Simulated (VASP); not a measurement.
# InH (P4/nmm) in VASP: relaxation of cell and atoms with PBE

Aim: the relaxation of cell and atoms of InH with PBE.

Program: VASP 6.6.1. These are calculated values, not measurements. Logs are shortened: lines on timing, memory, paths and dates and some standing lists are left out, and cuts for length are marked.

## Step 1: The cell of the first run

Symmetry: P4/nmm, No. 129, tetragonal system. Conventional cell: a = 3.789 Å, b = 3.789 Å, c = 4.711 Å, α = 90.00°, β = 90.00°, γ = 90.00°. In (site symmetry 4mm) has 4 H at 2.28 Å within 3.0 Å. Within 3.0 Å of H (site symmetry -4m2) lie 4 In at 2.28 Å and 4 H at 2.68 Å.

## Step 2: Relaxation of cell and atoms, PBE

File INCAR:

```
ALGO     = Normal         # electronic algorithm
EDIFF    = 1E-7           # SCF threshold, eV
EDIFFG   = -0.01          # ionic threshold
ENCUT    = 600            # plane-wave cutoff, eV
GGA      = PE             # functional
IBRION   = 2              # ionic algorithm
ISIF     = 3              # what is computed and relaxed
ISMEAR   = 0              # smearing method
LASPH    = T              # aspherical terms in the spheres
LCHARG   = F              # write CHGCAR
LREAL    = F              # projectors in reciprocal space
LWAVE    = F              # write WAVECAR
NELM     = 80             # most SCF steps
NSW      = 100            # ionic steps
PREC     = Accurate       # precision mode
SIGMA    = 0.1            # smearing width, eV
```

File KPOINTS:

```
k-points
0
Gamma
  12 12 10
```

File POSCAR:

```
InH
1.0
    3.7886469861      0.0000000000      0.0000000000
    0.0000000000      3.7886469861      0.0000000000
    0.0000000000      0.0000000000      4.7108803643
In H
2 2
Direct
    0.0000000000      0.5000000000      0.2700665043
    0.5000000000      0.0000000000      0.7299334957
    0.0000000000      0.0000000000      0.0000000000
    0.5000000000      0.5000000000      0.0000000000
```

Potentials or basis: VASP PAW PBE potentials, release 64 (In_d, H).

The run is started by

```
> cat potpaw_PBE.64/In_d/POTCAR potpaw_PBE.64/H/POTCAR > POTCAR
> mpirun -np 1 vasp_std > vasp.out
```

OUTCAR:

```text
EDIFF = 1E-7
   EDIFFG = -0.01
   ENCUT = 600
   GGA = PE
   IBRION = 2
   ISIF = 3
   ISMEAR = 0
   LASPH = T
   LREAL = F
   NELM = 80
   NSW = 100
   PREC = Accurate

 ion  position               nearest neighbor table
   1  0.000  0.500  0.270-   3 2.28   4 2.28   3 2.28   4 2.28   2 3.45   2 3.45   2 3.45   2 3.45
                             2 3.69   2 3.69   2 3.69   2 3.69
   2  0.500  0.000  0.730-   3 2.28   4 2.28   4 2.28   3 2.28   1 3.45   1 3.45   1 3.45   1 3.45
                             1 3.69   1 3.69   1 3.69   1 3.69
   3  0.000  0.000  0.000-   1 2.28   2 2.28   1 2.28   2 2.28
   4  0.500  0.500  0.000-   1 2.28   2 2.28   2 2.28   1 2.28

  LATTYP: Found a simple tetragonal cell.
 ALAT       =     3.7886469861
 C/A-ratio  =     1.2434202452

  Lattice vectors:

 A1 = (   3.7886469861,   0.0000000000,   0.0000000000)
 A2 = (   0.0000000000,   3.7886469861,   0.0000000000)
 A3 = (   0.0000000000,   0.0000000000,   4.7108803643)

Analysis of symmetry for initial positions (statically):
=====================================================================
 Subroutine PRICEL returns:
 Original cell was already a primitive cell.

 Routine SETGRP: Setting up the symmetry group for a
 simple tetragonal supercell.

 Subroutine GETGRP returns: Found 16 space group operations
 (whereof  8 operations were pure point group operations)
 out of a pool of 16 trial point group operations.

The static configuration has the point symmetry D_2d.
 The point group associated with its full space group is D_4h.

Analysis of symmetry for dynamics (positions and initial velocities):
=====================================================================
 Subroutine PRICEL returns:
 Original cell was already a primitive cell.

 Routine SETGRP: Setting up the symmetry group for a
 simple tetragonal supercell.

 Subroutine GETGRP returns: Found 16 space group operations
 (whereof  8 operations were pure point group operations)
 out of a pool of 16 trial point group operations.

The dynamic configuration has the point symmetry D_2d.
 The point group associated with its full space group is D_4h.

 Subroutine INISYM returns: Found 16 space group operations
 (whereof  8 operations are pure point group operations),
 and found     1 'primitive' translations

----------------------------------------------------------------------------------------

                                     Primitive cell

  volume of cell :      67.6193

  direct lattice vectors                    reciprocal lattice vectors
     3.788646986  0.000000000  0.000000000     0.263946471  0.000000000  0.000000000
     0.000000000  3.788646986  0.000000000     0.000000000  0.263946471  0.000000000
     0.000000000  0.000000000  4.710880364     0.000000000  0.000000000  0.212274548

  length of vectors
     3.788646986  3.788646986  4.710880364     0.263946471  0.263946471  0.212274548

  position of ions in fractional coordinates (direct lattice)
     0.000000000  0.500000000  0.270066504
     0.500000000  0.000000000  0.729933496
     0.000000000  0.000000000  0.000000000
     0.500000000  0.500000000  0.000000000

  ion indices of the primitive-cell ions
   primitive index   ion index
                 1           1
                 2           2
                 3           3
                 4           4

----------------------------------------------------------------------------------------

 KPOINTS: k-points

Automatic generation of k-mesh.
 Grid dimensions read from file:
 generate k-points for:   12   12   10

 Generating k-lattice:

  Cartesian coordinates                     Fractional coordinates (reciprocal lattice)
     0.021995539  0.000000000  0.000000000     0.083333333  0.000000000  0.000000000
     0.000000000  0.021995539  0.000000000     0.000000000  0.083333333  0.000000000
     0.000000000  0.000000000  0.021227455     0.000000000  0.000000000  0.100000000

  Length of vectors
     0.021995539  0.021995539  0.021227455

  Shift w.r.t. Gamma in fractional coordinates (k-lattice)
     0.000000000  0.000000000  0.000000000

 Subroutine IBZKPT returns following result:
 ===========================================

 Found    168 irreducible k-points:

 Following reciprocal coordinates:
            Coordinates               Weight
  0.000000  0.000000  0.000000      1.000000
  0.083333  0.000000  0.000000      4.000000
  0.166667  0.000000  0.000000      4.000000
  0.250000  0.000000  0.000000      4.000000
  0.333333  0.000000  0.000000      4.000000
  0.416667  0.000000  0.000000      4.000000
[... 16 lines left out ...]
  0.333333  0.333333  0.000000      4.000000
  0.416667  0.333333  0.000000      8.000000
 [... further k-points ...]
   k-points           NKPTS =    168   k-points in BZ     NKDIM =    168   number of bands    NBANDS=     18
   number of dos      NEDOS =    301   number of ions     NIONS =      4
   total plane-waves  NPLWV =  36000
   dimension x,y,z NGX =    30 NGY =   30 NGZ =   40
   dimension x,y,z NGXF=    60 NGYF=   60 NGZF=   80
   ions per type =               2   2
   NGX,Y,Z   is equivalent  to a cutoff of  13.16, 13.16, 14.12 a.u.
   NGXF,Y,Z  is equivalent  to a cutoff of  26.33, 26.33, 28.23 a.u.
 SYSTEM =  unknown system
   PREC   = accura    normal or accurate (medium, high low for compatibility)
   ISTART =      0    job   : 0-new  1-cont  2-samecut
   ICHARG =      2    charge: 1-file 2-atom 10-const
   ISPIN  =      1    spin polarized calculation?
   LNONCOLLINEAR =      F non collinear calculations
   LSORBIT =      F    spin-orbit coupling
   LASPH  =      T    aspherical Exc in radial PAW
   ENCUT  =  600.0 eV  44.10 Ry    6.64 a.u.   7.57  7.57  9.41*2*pi/ulx,y,z
   NELM   =     80;   NELMIN=  2; NELMDL= -5     # of ELM steps
   EDIFF  = 0.1E-06   stopping-criterion for ELM
   LREAL  =      F    real-space projection
   EDIFFG = -.1E-01   stopping-criterion for IOM
   NSW    =    100    number of steps for IOM
   IBRION =      2    ionic relax: 0-MD 1-quasi-New 2-CG
   NFREE  =      1    steps in history (QN), initial steepest desc. (CG)
   ISIF   =      3    stress and relaxation
   ISYM   =      2    0-nonsym 1-usesym 2-fastsym
   POTIM  = 0.5000    time-step for ionic-motion
   TEBEG  =    0.0;   TEEND  =   0.0 temperature during run
   PSTRESS=    0.0 pullay stress
   NELECT =      28.0000    total number of electrons
   NUPDOWN=      -1.0000    fix difference up-down
   EMIN   =  10.00;   EMAX   =-10.00  energy-range for DOS
   EFERMI =   0.00;   METHOD = LEGACY
   ISMEAR =     0;   SIGMA  =   0.10  broadening in eV -4-tet -1-fermi 0-gaus
   EFERMI_NEDOS =   21; number of points for ismear=-14 and -15
   IALGO  =     38    algorithm
   IMIX   =      4    mixing-type and parameters
     AMIX     =   0.40;   BMIX     =  1.00
     AMIX_MAG =   1.60;   BMIX_MAG =  1.00
  volume/ion in A,a.u.               =      16.90       114.08
  Fermi-wavevector in a.u.,A,eV,Ry     =   1.220218  2.305877 20.258146  1.488932
  Thomas-Fermi vector in A             =   2.355443
   LORBIT       =      0    0 simple, 1 ext, 2 COOP (PROOUT), +10 PAW based schemes
   GGA     = PE    functional components
   LHFCALC =     F    Hartree Fock is set to
   AEXX    =    0.0000 exact exchange contribution
   IVDW    =     0    specifies the selected vdW correction
   LEPSILON=     F    determine dielectric tensor
   LRPA    =     F    only Hartree local field effects (RPA)
 conjugate gradient relaxation of ions
 non-spin polarized calculation
 Gauss-broadening in eV      SIGMA  =   0.10
  energy-cutoff  :      600.00
  volume of cell :       67.62
 maximum number of plane-waves:      2284
   NGX = 15   NGY = 15   NGZ = 19

--------------------------------------- Ionic step        1  -------------------------------------------

 number of electron      28.0000005 magnetization

 Free energy of the ion-electron system (eV)
  ---------------------------------------------------
  ext. energy  EPLUGINS =         0.00000000
  ---------------------------------------------------
  free energy    TOTEN  =       -10.63057397 eV

  energy without entropy =      -10.62716662  energy(sigma->0) =      -10.62887030

------------------------ aborting loop because EDIFF is reached ----------------------------------------

  FORCE on cell =-STRESS in cart. coord.  units (eV):
  Direction    XX          YY          ZZ          XY          YZ          ZX
  --------------------------------------------------------------------------------------
  -------------------------------------------------------------------------------------
  Total       -0.0114829     -0.0114829      0.2025140      0.0000000      0.0000000      0.0000000
  in kB       -0.2720781     -0.2720781      4.7983874      0.0000000      0.0000000      0.0000000
  external PRESSURE =       1.4180770 kB  Pullay stress =       0.0000000 kB
[... 251 lines left out ...]
  energy  without entropy=      -10.6294952053  energy(sigma->0) =      -10.63147152

--------------------------------------- Ionic step        8  -------------------------------------------

 number of electron      28.0000023 magnetization

 Free energy of the ion-electron system (eV)
  ---------------------------------------------------
  ext. energy  EPLUGINS =         0.00000000
  ---------------------------------------------------
  free energy    TOTEN  =       -10.63450986 eV

  energy without entropy =      -10.63082693  energy(sigma->0) =      -10.63266840

 E-fermi :   5.4202     XC(G=0):  -9.5013

 val. band max:        5.3921923921   @ k =   0.5000   0.3333   0.4000
 cond. band min:       5.4760389051   @ k =   0.5000   0.4167   0.3000
 fundamental gap:      0.0838465129
 Fermi energy:         5.4202445394

 k-point     1 :       0.0000    0.0000    0.0000
  band No.  band energies     occupation
      1      -9.2077      2.00000
      2      -9.1067      2.00000
      3      -9.0838      2.00000
      4      -9.0838      2.00000
      5      -9.0273      2.00000
      6      -9.0118      2.00000
[... 10 lines left out ...]
     17      10.7000      0.00000
     18      13.5259      0.00000
[... 466 lines left out ...]
      2      -9.1745      2.00000
      3      -9.0803      2.00000
      4      -9.0785      2.00000
      5      -8.9558      2.00000
      6      -8.9327      2.00000
[... 10 lines left out ...]
     17       8.0641      0.00000
     18       9.0856      0.00000

 [... further k-points ...]

------------------------ aborting loop because EDIFF is reached ----------------------------------------

  FORCE on cell =-STRESS in cart. coord.  units (eV):
  Direction    XX          YY          ZZ          XY          YZ          ZX
  --------------------------------------------------------------------------------------
  -------------------------------------------------------------------------------------
  Total        0.0059796      0.0059796      0.0219837      0.0000000      0.0000000      0.0000000
  in kB        0.1407363      0.1407363      0.5174084      0.0000000      0.0000000      0.0000000
  external PRESSURE =       0.2662936 kB  Pullay stress =       0.0000000 kB
[... 19 lines left out ...]
  FREE ENERGIE OF THE ION-ELECTRON SYSTEM (eV)
  ---------------------------------------------------
  free  energy   TOTEN  =       -10.6345098590 eV

  energy  without entropy=      -10.6308269317  energy(sigma->0) =      -10.63266840

 reached required accuracy - stopping structural energy minimisation
```

Wall time 8.7 min (1 thread of Intel Xeon 6975P-C (Granite Rapids), shared host); peak memory 0.36 GiB.

What came out:

* Free energy: -10.6345 eV
* Relaxed volume: 17.02 Å³/atom
* Relaxed cell: a = 3.742 Å, b = 3.742 Å, c = 4.862 Å, α = 90.00°, β = 90.00°, γ = 90.00°
* Space group after relaxing (to 0.1 Å): P4/nmm (No. 129)
* Energy gained by relaxing: 1.0 meV/atom
* Ionic steps: 8
* Pressure after relaxing: 0.0 GPa
* Largest force after relaxing: 0.010 eV/Å
* Band gap on the k mesh: zero (bands 14 and 15 overlap by 4.15 eV)

Forces in eV/Å, atoms in the order of the input:
```
In   0.000  0.000 -0.010
In   0.000  0.000  0.010
H    0.000  0.000  0.000
H    0.000  0.000  0.000
```

The path:
```tsv
step	energy change (eV)	largest force (eV/Å)	pressure (GPa)	volume (Å³)
1	0.0000	0.0620	0.14	67.62
2	-0.0007	0.0370	0.04	67.77
3	-0.0014	0.0189	-0.17	68.08
4	-0.0019	0.0224	-0.09	67.93
5	-0.0024	0.0309	0.07	67.61
6	-0.0024	0.0332	0.12	67.53
7	-0.0029	0.0279	0.10	67.67
8	-0.0039	0.0097	0.03	68.07
```

Final structure:
```yaml
crystal:
  lattice:
    - [3.74186, 0.00000, 0.00000]
    - [0.00000, 3.74186, 0.00000]
    - [0.00000, 0.00000, 4.86187]
  atoms:
    - { symbol: In, position: [0.00000, 0.50000, 0.27026] }
    - { symbol: In, position: [0.50000, 0.00000, 0.72974] }
    - { symbol: H, position: [0.00000, 0.00000, 0.00000] }
    - { symbol: H, position: [0.50000, 0.50000, 0.00000] }
```

Levels at points of the mesh, in eV from the Fermi level:
```csv
k point,band 10,band 11,band 12,band 13,band 14,band 15,band 16,band 17,band 18
"(0.00, 0.00, 0.00)",-14.29,-9.53,-3.24,-2.29,-1.13,2.29,2.29,5.28,8.11
"(0.50, 0.00, 0.00)",-14.37,-6.79,-6.79,-0.75,-0.75,1.13,1.13,5.15,5.15
"(0.50, 0.50, 0.00)",-14.28,-4.83,-4.83,-3.29,-3.29,2.94,2.94,3.07,3.07
"(0.00, 0.00, 0.50)",-14.35,-8.63,-6.80,-1.11,3.49,4.15,4.15,4.17,4.17
"(0.50, 0.00, 0.50)",-14.30,-5.96,-5.96,-3.71,-3.71,4.06,4.06,5.59,5.59
"(0.50, 0.50, 0.50)",-14.32,-4.16,-4.16,-2.88,-2.88,-0.48,-0.48,0.76,0.76
```

Caveat: spin-orbit coupling is left out, which moves the levels of the heavy elements.

The gap in the log of VASP goes by the Fermi energy; the results here count the filled bands.